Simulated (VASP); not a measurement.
Here is a VASP 6.6.1 calculation.

File INCAR:

```
SYSTEM = MgW
PREC = Accurate
ENCUT = 600
EDIFF = 1E-6
ISMEAR = -1
SIGMA = 0.1
LREAL = .FALSE.
LASPH = .TRUE.
NELM = 120
ALGO = Normal
ISIF = 2
LWAVE = .FALSE.
LCHARG = .FALSE.
GGA = PE
NBANDS = 15
GGA_COMPAT = .FALSE.
```

The input KPOINTS:

```
Automatic mesh
0
G
  11 11 11
  0 0 0
```

POSCAR

```
MgW
1.0
    3.1803650000      0.0000000000      0.0000000000
    0.0000000000      3.1803650000      0.0000000000
    0.0000000000      0.0000000000      3.1803650000
Mg W
1 1
Direct
    0.0000000000      0.0000000000      0.0000000000
    0.5000000000      0.5000000000      0.5000000000
```

Potentials or basis: VASP PAW PBE potentials, release 64 (Mg, W_sv).

Run with:

```bash
$ cat potpaw_PBE.64/Mg/POTCAR potpaw_PBE.64/W_sv/POTCAR > POTCAR
$ mpirun -np 1 vasp_std > vasp.out
```

Task: Predict the band gap on the k mesh.

Result: Zero (bands 8 and 9 overlap by 3.02 eV).

Task: What does it give for the pressure?

Result: 7.7 GPa.

Caveat: the cell stands under pressure; spin-orbit coupling is left out, which moves the levels of the heavy elements.
